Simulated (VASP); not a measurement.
Runs of VASP 6.6.1 on W. The structure is that of space group Pbcm (No. 57), or close to it. The cells are those of the table. 

| cell | gap on the mesh (eV) | pressure (GPa) | largest force (eV/Å) |
| --- | --- | --- | --- |
| a = 2.847, b = 4.928, c = 4.988 Å, 4 atoms | none | -19.4 | (b) |
| a = 2.772, b = 4.798, c = 4.857 Å, 4 atoms | none | 1.1 | 0.22 |
| a = 2.810, b = 4.864, c = 4.924 Å, 4 atoms | none | -10.2 | 0.06 |
| a = 2.733, b = 4.731, c = 4.789 Å, 4 atoms | none | 15.1 | (a) |
| a = 2.883, b = 4.990, c = 5.052 Å, 4 atoms | none | -26.7 | 0.26 |
| a = 2.918, b = 5.051, c = 5.113 Å, 4 atoms | none | (c) | 0.38 |
| a = 2.692, b = 4.661, c = 4.718 Å, 4 atoms | none | (d) | 0.64 |

Alike in all rows: task single point; level PBEsol; potentials or basis VASP PAW PBE potentials, release 64 (W_sv); no spin polarisation; k mesh 8 × 5 × 5; cutoff (eV) 520; smearing fermi-dirac 0.1 eV.

Estimate the missing entries.

(a) 0.41; (b) 0.13; (c) -32.6; (d) 32.4.

Caveats: the PAW data sets were made with another functional, which shifts forces and pressure a little; spin-orbit coupling is left out, which moves the levels of the heavy elements.

A k mesh can miss the band edges, and the runs leave out spin-orbit coupling on W.

A gap of «none» marks levels without a gap at the run's occupations.
